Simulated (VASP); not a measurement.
A run of VASP 6.6.1 is set up as follows.

File INCAR:

```
ALGO = Normal ; EDIFF = 1E-6
EDIFFG = -0.005 ; ENCUT = 600
GGA = PE ; IBRION = 2
ISIF = 3 ; ISMEAR = -1
LASPH = T ; LCHARG = F
LREAL = F ; LWAVE = F
NELM = 100 ; NSW = 100
PREC = Accurate ; SIGMA = 0.03
```

The input KPOINTS:

```
k-points
0
Gamma
  10 10 6
```

File POSCAR:

```
NaCl
1.0
    4.2635235690      0.0000000000      0.0000000000
   -2.1317617845      3.6923197204      0.0000000000
    0.0000000000      0.0000000000      6.9495434174
Na Cl
2 2
Direct
    0.3333333333      0.6666666667      0.0000000000
    0.6666666667      0.3333333333      0.5000000000
    0.3333333333      0.6666666667      0.3760000000
    0.6666666667      0.3333333333      0.8760000000
```

Potentials or basis: VASP PAW PBE potentials, release 64 (Na_pv, Cl).

Command:

```console
$ cat potpaw_PBE.64/Na_pv/POTCAR potpaw_PBE.64/Cl/POTCAR > POTCAR
$ mpirun -np 1 vasp_std > vasp.out
```

**Question.** What does it give for the band gap on the k mesh?

**Answer.** 4.74 eV, direct.

**Question.** Predict the relaxed volume.

**Answer.** 27.97 Å³/atom.

Step by step:
```
step  energy change (eV)  largest force (eV/Å)  pressure (GPa)  volume (Å³)
   1              0.0000                0.0156            2.41       109.40
   2             -0.0699                0.0253            1.01       116.05
   3             -0.0845                0.0298           -0.40       125.53
   4             -0.0887                0.0294           -0.06       122.68
   5             -0.0887                0.0294            0.01       122.31
   6             -0.0891                0.0290            0.00       122.31
   7             -0.0901                0.0295            0.00       122.28
   8             -0.0918                0.0320           -0.01       122.23
   9             -0.0938                0.0391           -0.02       122.08
  10             -0.0943                0.0692           -0.08       121.65
  11             -0.0947                0.0647           -0.06       121.59
  12             -0.0960                0.0541           -0.08       121.39
  13             -0.0981                0.0348           -0.09       120.98
  14             -0.1017                0.0084           -0.10       120.15
  15             -0.1126                0.0069           -0.16       118.41
  16             -0.1725                0.0275           -0.28       114.63
  17              0.8256                2.7546            5.95       105.84
  18             -0.1700                0.0645           -0.19       114.39
  19             -0.1880                0.1673            0.42       110.31
  20             -0.1944                0.0533           -0.14       112.97
  21             -0.2069                0.0092            0.02       111.66
  22             -0.2068                0.0272            0.07       111.43
  23             -0.2074                0.0089           -0.13       112.65
  24             -0.2075                0.0151           -0.07       112.27
  25             -0.2076                0.0037            0.06       111.59
  26             -0.2077                0.0044            0.00       111.86
  27             -0.2077                0.0034            0.01       111.85
  28             -0.2078                0.0008            0.00       111.87
```

A k mesh can miss the band edges. A hybrid or GW would open this gap; PBE tends to underestimate it.
